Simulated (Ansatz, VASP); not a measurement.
Li: VASP beside Ansatz

```
Li
1.0
     1.52979    0.88322    7.49455
    -1.52979    0.88322    7.49455
     0.00000   -1.76645    7.49455
Li
3
Direct
  0.00000 0.00000 0.00000
  0.77775 0.77775 0.77775
  0.22225 0.22225 0.22225
```

Alike in both runs: task relaxation of cell and atoms; functional PBE; k mesh 15 × 15 × 15; occupations gaussian, width 0.1 eV; no spin polarisation.

|  | VASP | Ansatz |
| --- | --- | --- |
| version | VASP 6.6.1 | Ansatz 0.2.0 |
| potentials or method | VASP PAW PBE potentials, release 64 (Li_sv), cutoff 600 eV | scalar-relativistic, plane waves, PAW |
| valence electrons in the cell | 9 | 9 |

|  | VASP | Ansatz | Ansatz less VASP |
| --- | --- | --- | --- |
| gap on the k mesh at the Fermi level, each at its own relaxed structure (eV) | none | none | - |
| relaxed volume (Å³/atom) | 20.07 | 20.25 | +0.179 |
| relaxed cell length with the largest relative difference (Å) | 7.681 | 7.700 | +0.0191 |

A gap of «none» marks a metal or a gap that the smearing closes.

Noted on VASP's run: the cutoff is short for stress, so the pressure is rough.
